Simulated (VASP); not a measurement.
ScAg2, 3 atoms in the cell. The structure is tetragonal, space group I4/mmm (No. 139). The conventional cell has a = 3.596 Å, b = 3.596 Å, c = 9.073 Å, α = 90.00°, β = 90.00°, γ = 90.00°. Sc (site symmetry 4/mmm) has 10 Ag at 2.96 to 3.02 Å and 4 Sc at 3.60 Å within 3.9 Å. Ag (site symmetry 4mm) has 5 Sc at 2.96 to 3.02 Å and 9 Ag at 2.96 to 3.60 Å within 3.9 Å. 

```yaml
Program: VASP 6.6.1
Task: single point
Functional: LDA
Potentials_or_basis: VASP PAW LDA potentials, release 64 (Sc_sv, Ag)
Cutoff: 520 eV
k_mesh: 11 × 11 × 11
Occupations: methfessel-paxton, width 0.15 eV
Spin: no spin polarisation
Dipole_correction: no
Further_INCAR_settings: ALGO = Normal; EDIFF = 1e-06; NBANDS = 24
```

Potentials or basis: VASP PAW LDA potentials, release 64 (Sc_sv, Ag).

Command:

```bash
$ cat potpaw_LDA.64/Sc_sv/POTCAR potpaw_LDA.64/Ag/POTCAR > POTCAR
$ mpirun -np 1 vasp_std > vasp.out
```

Hardware: 1 thread of Intel(R) Xeon(R) Platinum 8259CL CPU @ 2.50GHz (Skylake/Cascade Lake), on a shared host.

Estimate the wall time of this run.

It took 3.4 min on 1 thread of Intel(R) Xeon(R) Platinum 8259CL CPU @ 2.50GHz (Skylake/Cascade Lake), with other jobs on the host, peak memory 0.31 GiB. Counts: scf iterations 12, k points 126.
